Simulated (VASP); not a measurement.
A run of VASP 6.6.1:

The input INCAR:

```
SYSTEM = GaP
PREC = Accurate ; ENCUT = 520
EDIFF = 1E-6 ; ISMEAR = -1
SIGMA = 0.02 ; LREAL = .FALSE.
LASPH = .TRUE. ; NELM = 150
ALGO = Normal ; ISIF = 2
LWAVE = .FALSE. ; LCHARG = .TRUE.
ISPIN = 2 ; MAGMOM = 0 0
LORBIT = 11 ; GGA = PE
LELF = .TRUE. ; LVHAR = .TRUE.
NBANDS = 20
```

Contents of KPOINTS:

```
regular mesh
0
G
  6 6 6
  0 0 0
```

POSCAR

```
GaP
1.0
    0.0000000000      2.5585353464      2.5585353464
    2.5585353464      0.0000000000      2.5585353464
    2.5585353464      2.5585353464      0.0000000000
Ga P
1 1
Direct
    0.0000000000      0.0000000000      0.0000000000
    0.5000000000      0.5000000000      0.5000000000
```

Potentials or basis: VASP PAW PBE potentials, release 64 (Ga_d, P).

Command:

```console
$ cat potpaw_PBE.64/Ga_d/POTCAR potpaw_PBE.64/P/POTCAR > POTCAR
$ mpirun -np 1 vasp_std > vasp.out
```

Hardware: 1 thread of AMD EPYC 7R13 Processor (Zen 3), with other jobs on the host.

Task: How long does it take, and how much memory?

Result: It took 23 s on 1 thread of AMD EPYC 7R13 Processor (Zen 3) (shared host), peak memory 0.14 GiB. Counts: scf iterations 13, k points 16.
